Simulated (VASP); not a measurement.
# Mo3W (Fm-3m) in VASP: single point with PBE

Aim: the single point of Mo3W with PBE.

Program: VASP 6.6.1. These are calculated values, not measurements. Logs are shortened: lines on timing, memory, paths and dates and some standing lists are left out, and cuts for length are marked.

## 1. The cell of the first run

The structure is cubic, space group Fm-3m (No. 225). Conventional cell: a = 6.332 Å, b = 6.332 Å, c = 6.332 Å, α = 90.00°, β = 90.00°, γ = 90.00°. Within 3.6 Å of Mo (site symmetry -43m) lie 10 Mo at 2.74 to 3.17 Å and 4 W at 2.74 Å. Mo (site symmetry m-3m) has 8 Mo at 2.74 Å and 6 W at 3.17 Å within 3.6 Å. W (site symmetry m-3m) has 14 Mo at 2.74 to 3.17 Å within 3.6 Å.

## 2. Single point, PBE

Input file POSCAR:

```
Mo3W
1.0
    0.0000000000      3.1659847937      3.1659847937
    3.1659847937      0.0000000000      3.1659847937
    3.1659847937      3.1659847937      0.0000000000
Mo W
3 1
Direct
    0.2500000000      0.2500000000      0.2500000000
    0.7500000000      0.7500000000      0.7500000000
    0.5000000000      0.5000000000      0.5000000000
    0.0000000000      0.0000000000      0.0000000000
```

Input file INCAR.step1:

```
SYSTEM = Mo3W
PREC = Accurate ; ENCUT = 400
EDIFF = 1E-6 ; ISMEAR = 0
SIGMA = 0.1 ; LREAL = .False.
LASPH = .True. ; NELM = 120
ALGO = Normal ; ISIF = 2
LWAVE = .False. ; LCHARG = .True.
LMAXMIX = 4 ; GGA = PE
NBANDS = 36 ; GGA_COMPAT = .False.
NEDOS = 2001 ; LORBIT = 11
```

Input file KPOINTS.step1:

```
Automatic mesh
0
Gamma
  12 12 12
  0 0 0
```

Input file INCAR.step2:

```
SYSTEM = Mo3W
PREC = Accurate ; ENCUT = 400
EDIFF = 1E-6 ; ISMEAR = -5
SIGMA = 0.1 ; LREAL = .False.
LASPH = .True. ; NELM = 120
ALGO = Normal ; ISIF = 2
LWAVE = .False. ; LCHARG = .False.
LMAXMIX = 4 ; GGA = PE
LORBIT = 10 ; NBANDS = 36
NEDOS = 2001 ; ICHARG = 11
GGA_COMPAT = .False.
```

Input file KPOINTS.step2:

```
Automatic mesh
0
Gamma
  18 18 18
  0 0 0
```

Potentials or basis: VASP PAW PBE potentials, release 64 (Mo_sv, W_sv).

Started as:

```
> cat potpaw_PBE.64/Mo_sv/POTCAR potpaw_PBE.64/W_sv/POTCAR > POTCAR
> cp INCAR.step1 INCAR
> cp KPOINTS.step1 KPOINTS
> mpirun -np 1 vasp_std > vasp.out
> cp INCAR.step2 INCAR
> cp KPOINTS.step2 KPOINTS
> mpirun -np 1 vasp_std > vasp.out
```

OUTCAR:

```text
SYSTEM = Mo3W
   PREC = Accurate
   ENCUT = 400
   EDIFF = 1E-6
   ISMEAR = -5
   LREAL = .False.
   LASPH = .True.
   NELM = 120
   ISIF = 2
   GGA = PE
   LORBIT = 10
   ICHARG = 11

 ion  position               nearest neighbor table
   1  0.250  0.250  0.250-   4 2.74   4 2.74   4 2.74   3 2.74   4 2.74   3 2.74   3 2.74   3 2.74
                             2 3.17   2 3.17   2 3.17   2 3.17   2 3.17   2 3.17
   2  0.750  0.750  0.750-   3 2.74   3 2.74   3 2.74   3 2.74   4 2.74   4 2.74   4 2.74   4 2.74
                             1 3.17   1 3.17   1 3.17   1 3.17   1 3.17   1 3.17
   3  0.500  0.500  0.500-   1 2.74   1 2.74   1 2.74   1 2.74   2 2.74   2 2.74   2 2.74   2 2.74
                             4 3.17   4 3.17   4 3.17   4 3.17   4 3.17   4 3.17
   4  0.000  0.000  0.000-   2 2.74   2 2.74   2 2.74   1 2.74   2 2.74   1 2.74   1 2.74   1 2.74
                             3 3.17   3 3.17   3 3.17   3 3.17   3 3.17   3 3.17

  LATTYP: Found a face centered cubic cell.
 ALAT       =     6.3319695874

  Lattice vectors:

 A1 = (   0.0000000000,   3.1659847937,   3.1659847937)
 A2 = (   3.1659847937,   0.0000000000,   3.1659847937)
 A3 = (   3.1659847937,   3.1659847937,   0.0000000000)

Analysis of symmetry for initial positions (statically):
=====================================================================
 Subroutine PRICEL returns:
 Original cell was already a primitive cell.

 Routine SETGRP: Setting up the symmetry group for a
 face centered cubic supercell.

 Subroutine GETGRP returns: Found 48 space group operations
 (whereof 48 operations were pure point group operations)
 out of a pool of 48 trial point group operations.

The static configuration has the point symmetry O_h .

Analysis of symmetry for dynamics (positions and initial velocities):
=====================================================================
 Subroutine PRICEL returns:
 Original cell was already a primitive cell.

 Routine SETGRP: Setting up the symmetry group for a
 face centered cubic supercell.

 Subroutine GETGRP returns: Found 48 space group operations
 (whereof 48 operations were pure point group operations)
 out of a pool of 48 trial point group operations.

The dynamic configuration has the point symmetry O_h .

 Subroutine INISYM returns: Found 48 space group operations
 (whereof 48 operations are pure point group operations),
 and found     1 'primitive' translations

----------------------------------------------------------------------------------------

                                     Primitive cell

  volume of cell :      63.4682

  direct lattice vectors                    reciprocal lattice vectors
     0.000000000  3.165984794  3.165984794    -0.157928743  0.157928743  0.157928743
     3.165984794  0.000000000  3.165984794     0.157928743 -0.157928743  0.157928743
     3.165984794  3.165984794  0.000000000     0.157928743  0.157928743 -0.157928743

  length of vectors
     4.477378634  4.477378634  4.477378634     0.273540607  0.273540607  0.273540607

  position of ions in fractional coordinates (direct lattice)
     0.250000000  0.250000000  0.250000000
     0.750000000  0.750000000  0.750000000
     0.500000000  0.500000000  0.500000000
     0.000000000  0.000000000  0.000000000

  ion indices of the primitive-cell ions
   primitive index   ion index
                 1           1
                 2           2
                 3           3
                 4           4

----------------------------------------------------------------------------------------

 KPOINTS: Automatic mesh

Automatic generation of k-mesh.
 Grid dimensions read from file:
 generate k-points for:   18   18   18

 Generating k-lattice:

  Cartesian coordinates                     Fractional coordinates (reciprocal lattice)
    -0.008773819  0.008773819  0.008773819     0.055555556  0.000000000  0.000000000
     0.008773819 -0.008773819  0.008773819     0.000000000  0.055555556  0.000000000
     0.008773819  0.008773819 -0.008773819     0.000000000  0.000000000  0.055555556

  Length of vectors
     0.015196700  0.015196700  0.015196700

  Shift w.r.t. Gamma in fractional coordinates (k-lattice)
     0.000000000  0.000000000  0.000000000

 TETIRR: Found    806 inequivalent tetrahedra from    34992

 Subroutine IBZKPT returns following result:
 ===========================================

 Found    195 irreducible k-points:

 Following reciprocal coordinates:
            Coordinates               Weight
  0.000000  0.000000  0.000000      1.000000
  0.055556  0.000000  0.000000      8.000000
  0.111111  0.000000  0.000000      8.000000
  0.166667  0.000000  0.000000      8.000000
  0.222222  0.000000  0.000000      8.000000
  0.277778  0.000000  0.000000      8.000000
[... 16 lines left out ...]
 -0.277778  0.055556  0.000000     24.000000
 -0.222222  0.055556  0.000000     24.000000
 [... further k-points ...]
   k-points           NKPTS =    195   k-points in BZ     NKDIM =    195   number of bands    NBANDS=     36
   number of dos      NEDOS =   2001   number of ions     NIONS =      4
   total plane-waves  NPLWV =  27000
   dimension x,y,z NGX =    30 NGY =   30 NGZ =   30
   dimension x,y,z NGXF=    60 NGYF=   60 NGZF=   60
   ions per type =               3   1
   NGX,Y,Z   is equivalent  to a cutoff of  11.14, 11.14, 11.14 a.u.
   NGXF,Y,Z  is equivalent  to a cutoff of  22.28, 22.28, 22.28 a.u.
 SYSTEM =  Mo3W
   PREC   = accura    normal or accurate (medium, high low for compatibility)
   ISTART =      0    job   : 0-new  1-cont  2-samecut
   ICHARG =     11    charge: 1-file 2-atom 10-const
   ISPIN  =      1    spin polarized calculation?
   LNONCOLLINEAR =      F non collinear calculations
   LSORBIT =      F    spin-orbit coupling
   LASPH  =      T    aspherical Exc in radial PAW
   ENCUT  =  400.0 eV  29.40 Ry    5.42 a.u.   7.30  7.30  7.30*2*pi/ulx,y,z
   NELM   =    120;   NELMIN=  2; NELMDL=  0     # of ELM steps
   EDIFF  = 0.1E-05   stopping-criterion for ELM
   LREAL  =      F    real-space projection
   EDIFFG = 0.1E-04   stopping-criterion for IOM
   NSW    =      0    number of steps for IOM
   IBRION =     -1    ionic relax: 0-MD 1-quasi-New 2-CG
   NFREE  =      0    steps in history (QN), initial steepest desc. (CG)
   ISIF   =      2    stress and relaxation
   ISYM   =      2    0-nonsym 1-usesym 2-fastsym
   POTIM  = 0.5000    time-step for ionic-motion
   TEBEG  =    0.0;   TEEND  =   0.0 temperature during run
   PSTRESS=    0.0 pullay stress
   NELECT =      56.0000    total number of electrons
   NUPDOWN=      -1.0000    fix difference up-down
   EMIN   =  10.00;   EMAX   =-10.00  energy-range for DOS
   EFERMI =   0.00;   METHOD = LEGACY
   ISMEAR =    -5;   SIGMA  =   0.10  broadening in eV -4-tet -1-fermi 0-gaus
   EFERMI_NEDOS =   21; number of points for ismear=-14 and -15
   IALGO  =     38    algorithm
   IMIX   =      4    mixing-type and parameters
     AMIX     =   0.40;   BMIX     =  1.00
     AMIX_MAG =   1.60;   BMIX_MAG =  1.00
  volume/ion in A,a.u.               =      15.87       107.08
  Fermi-wavevector in a.u.,A,eV,Ry     =   1.570189  2.967228 33.545089  2.465494
  Thomas-Fermi vector in A             =   2.671960
   LORBIT       =     10    0 simple, 1 ext, 2 COOP (PROOUT), +10 PAW based schemes
   GGA     = PE    functional components
   LHFCALC =     F    Hartree Fock is set to
   AEXX    =    0.0000 exact exchange contribution
   IVDW    =     0    specifies the selected vdW correction
   LEPSILON=     F    determine dielectric tensor
   LRPA    =     F    only Hartree local field effects (RPA)
 non-spin polarized calculation
 Fermi weights with tetrahedron method with Bloechl corrections
  energy-cutoff  :      400.00
  volume of cell :       63.47
 maximum number of plane-waves:      1177
 NGX is ok and might be reduce to    30

 number of electron      55.9999988 magnetization

 Free energy of the ion-electron system (eV)
  ---------------------------------------------------
  ext. energy  EPLUGINS =         0.00000000
  ---------------------------------------------------
  free energy    TOTEN  =       -45.77287856 eV

  energy without entropy =      -45.77287856  energy(sigma->0) =      -45.77287856

 E-fermi :  12.1221     XC(G=0): -13.3902

 val. band max:       12.2171510868   @ k =   0.3333   0.1111   0.0556
 cond. band min:      12.0831303525   @ k =   0.4444   0.3333   0.1111
 fundamental gap:     -0.1340207343
 Fermi energy:        12.1221017346

 k-point     1 :       0.0000    0.0000    0.0000
  band No.  band energies     occupation
      1     -61.9583      2.00000
      2     -49.1049      2.00000
      3     -48.8355      2.00000
      4     -48.7855      2.00000
      5     -26.2048      2.00000
      6     -26.2048      2.00000
[... 28 lines left out ...]
     35      16.3083      0.00000
     36      16.3083      0.00000

 k-point     2 :       0.0556    0.0000    0.0000
  band No.  band energies     occupation
      1     -61.9583      2.00000
      2     -49.1032      2.00000
      3     -48.8359      2.00000
      4     -48.7869      2.00000
      5     -26.2052      2.00000
      6     -26.2052      2.00000
[... 28 lines left out ...]
     35      16.0208      0.00000
     36      16.2545      0.00000

 k-point     3 :       0.1111    0.0000    0.0000
  band No.  band energies     occupation
      1     -61.9582      2.00000
      2     -49.0982      2.00000
      3     -48.8373      2.00000
      4     -48.7909      2.00000
      5     -26.2064      2.00000
      6     -26.2064      2.00000
[... 28 lines left out ...]
     35      15.2943      0.00000
     36      16.1054      0.00000

 k-point     4 :       0.1667    0.0000    0.0000
  band No.  band energies     occupation
      1     -61.9582      2.00000
      2     -49.0903      2.00000
      3     -48.8395      2.00000
      4     -48.7971      2.00000
      5     -26.2082      2.00000
      6     -26.2082      2.00000
[... 28 lines left out ...]
     35      14.8593      0.00000
     36      15.8905      0.00000

 k-point     5 :       0.2222    0.0000    0.0000
  band No.  band energies     occupation
      1     -61.9581      2.00000
      2     -49.0799      2.00000
      3     -48.8426      2.00000
      4     -48.8050      2.00000
      5     -26.2103      2.00000
      6     -26.2103      2.00000
[... 655 lines left out ...]
 k-point    22 :      -0.3333    0.0556    0.0000
  band No.  band energies     occupation
      1     -61.9580      2.00000
      2     -49.0506      2.00000
      3     -48.8540      2.00000
      4     -48.8244      2.00000
      5     -26.2168      2.00000
      6     -26.2148      2.00000
[... 28 lines left out ...]
     35      14.4455      0.00000
     36      14.7486      0.00000

 k-point    23 :      -0.2778    0.0556    0.0000
  band No.  band energies     occupation
      1     -61.9580      2.00000
      2     -49.0626      2.00000
      3     -48.8485      2.00000
      4     -48.8173      2.00000
      5     -26.2154      2.00000
      6     -26.2125      2.00000
[... 28 lines left out ...]
     35      14.6028      0.00000
     36      14.8337      0.00000

 k-point    24 :      -0.2222    0.0556    0.0000
  band No.  band energies     occupation
      1     -61.9581      2.00000
      2     -49.0747      2.00000
      3     -48.8441      2.00000
      4     -48.8090      2.00000
      5     -26.2135      2.00000
      6     -26.2101      2.00000
[... 28 lines left out ...]
     35      14.7538      0.00000
     36      15.0117      0.00000

 [... further k-points ...]

------------------------ aborting loop because EDIFF is reached ----------------------------------------

  FORCE on cell =-STRESS in cart. coord.  units (eV):
  Direction    XX          YY          ZZ          XY          YZ          ZX
  --------------------------------------------------------------------------------------
  -------------------------------------------------------------------------------------
  Total       -0.0431255     -0.0431255     -0.0431255     -0.0000000     -0.0000000     -0.0000000
  in kB       -1.0886507     -1.0886507     -1.0886507     -0.0000000     -0.0000000     -0.0000000
  external PRESSURE =      -1.0886507 kB  Pullay stress =       0.0000000 kB

 VOLUME and BASIS-vectors are now :
 -----------------------------------------------------------------------------
  energy-cutoff  :      400.00
  volume of cell :       63.47
      direct lattice vectors                 reciprocal lattice vectors
     0.000000000  3.165984794  3.165984794    -0.157928743  0.157928743  0.157928743
     3.165984794  0.000000000  3.165984794     0.157928743 -0.157928743  0.157928743
     3.165984794  3.165984794  0.000000000     0.157928743  0.157928743 -0.157928743

 POSITION                                       TOTAL-FORCE (eV/Angst)
 -----------------------------------------------------------------------------------
      1.58299      1.58299      1.58299         0.000000      0.000000     -0.000000
      4.74898      4.74898      4.74898         0.000000     -0.000000      0.000000
      3.16598      3.16598      3.16598        -0.000000     -0.000000     -0.000000
      0.00000      0.00000      0.00000        -0.000000     -0.000000     -0.000000
 -----------------------------------------------------------------------------------
    total drift:                                0.000000     -0.000000     -0.000000

  FREE ENERGIE OF THE ION-ELECTRON SYSTEM (eV)
  ---------------------------------------------------
  free  energy   TOTEN  =       -45.7728785574 eV

  energy  without entropy=      -45.7728785574  energy(sigma->0) =      -45.77287856

 total charge

# of ion       s       p       d       tot
------------------------------------------
    1        2.372   6.212   3.924  12.508
    2        2.372   6.212   3.924  12.508
    3        2.373   6.206   3.875  12.454
    4        2.421   6.310   3.293  12.025
--------------------------------------------------
tot          9.538  24.941  15.017  49.495
```

Wall time 7.4 min (1 thread of Oxide Virtual Turin-like, shared host); peak memory 0.31 GiB.

Results:

| Item | Value |
| --- | --- |
| Valence electrons inside the program's atomic spheres | Mo 12.51, 12.45 (each value once); W 12.03 |

Levels at points of the mesh, in eV from the Fermi level:
| k point | band 24 | band 25 | band 26 | band 27 | band 28 | band 29 | band 30 | band 31 | band 32 | band 33 |
| --- | --- | --- | --- | --- | --- | --- | --- | --- | --- | --- |
| (0.00, 0.00, 0.00) | -2.63 | -2.63 | -1.31 | -1.31 | -1.31 | 1.70 | 1.70 | 2.41 | 2.41 | 2.90 |
| (0.50, 0.00, 0.00) | -2.86 | -2.79 | -2.79 | -2.76 | -2.76 | 1.62 | 1.62 | 2.01 | 2.01 | 2.16 |
| (0.50, 0.50, 0.00) | -2.63 | -0.66 | -0.66 | -0.52 | -0.52 | 0.85 | 1.05 | 1.35 | 1.35 | 1.69 |

Caveat: spin-orbit coupling is left out, which moves the levels of the heavy elements.
